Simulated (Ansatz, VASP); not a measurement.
SiO2: VASP beside Ansatz

```
CELL_PARAMETERS angstrom
4.19429 0.00000 0.00000
0.00000 4.19429 0.00000
0.00000 0.00000 2.68215
ATOMIC_POSITIONS crystal
Si 0.00000 0.00000 0.00000
Si 0.50000 0.50000 0.50000
O 0.30591 0.30591 0.00000
O 0.19409 0.80591 0.50000
O 0.69409 0.69409 0.00000
O 0.80591 0.19409 0.50000
```

Change from the starting cell: volume scaled by 1.02, ions relaxed.

Alike in both runs: functional PBE; k mesh 7 × 7 × 11; occupations fermi-dirac, width 0.02 eV; no spin polarisation.

Ansatz relaxed the structure, and its values are those at the end. VASP's run is a single point on that final structure, the one shown.

|  | VASP | Ansatz |
| --- | --- | --- |
| version | VASP 6.6.1 | Ansatz 0.2.0 |
| potentials or method | VASP PAW PBE potentials, release 64 (Si, O) | plane-wave PAW, scalar-relativistic |
| plane-wave cutoff (eV) | 520 | 420 |
| valence electrons in the cell | 32 | 32 |

```tsv
	VASP	Ansatz	Ansatz less VASP
gap on the k mesh at the Fermi level (eV)	5.36	5.37	+0.014
pressure (GPa)	6.4	6.3	-0.15
rms of the force components (eV/Å)	0.008	0.000	-0.0075
```

Ansatz's warnings: stress scf threshold loose.
